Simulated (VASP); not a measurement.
Wanted: the native input for a VASP 6.6.1 run.

| Quantity | Value |
| --- | --- |
| Task | single point |
| Functional | PBE |
| Potentials or basis | VASP PAW PBE potentials, release 64 (Ba_sv, S) |
| Cutoff | 520 eV |
| k mesh | 4 × 4 × 4 |
| Occupations | gaussian, width 0.1 eV |
| Spin | no spin polarisation |
| Dipole correction | no |
| Further INCAR settings | ALGO = Normal; EDIFF = 1e-07; NBANDS = 15 |

The structure of BaS lies in POSCAR:

```
BaS
1.0
    0.0000000000      3.5175267269      3.5175267269
    3.5175267269      0.0000000000      3.5175267269
    3.5175267269      3.5175267269      0.0000000000
Ba S
1 1
Direct
    0.0000000000      0.0000000000      0.0000000000
    0.7500000000      0.7500000000      0.7500000000
```

One way to write it, as run:

INCAR

```
SYSTEM = BaS
PREC = Accurate
ENCUT = 520
EDIFF = 1E-7
ISMEAR = 0
SIGMA = 0.1
LREAL = .False.
LASPH = .True.
NELM = 60
ALGO = Normal
ISIF = 2
LWAVE = .False.
LCHARG = .False.
GGA = PE
NBANDS = 15
```

KPOINTS

```
Automatic mesh
0
Gamma
  4 4 4
  0 0 0
```

Potentials or basis: VASP PAW PBE potentials, release 64 (Ba_sv, S).

The run is started by

```bash
$ cat potpaw_PBE.64/Ba_sv/POTCAR potpaw_PBE.64/S/POTCAR > POTCAR
$ mpirun -np 1 vasp_std > vasp.out
```

It gave:

```yaml
Pressure: 0.4 GPa
Band_gap_on_the_k_mesh: 2.77 eV, indirect (least direct gap 3.41 eV)
```

Caveat: spin-orbit coupling is left out, which moves the levels of the heavy elements.

Wall time 16 s on 1 thread of AMD EPYC 7R13 Processor (Zen 3), on a shared host, peak memory 0.2 GiB.
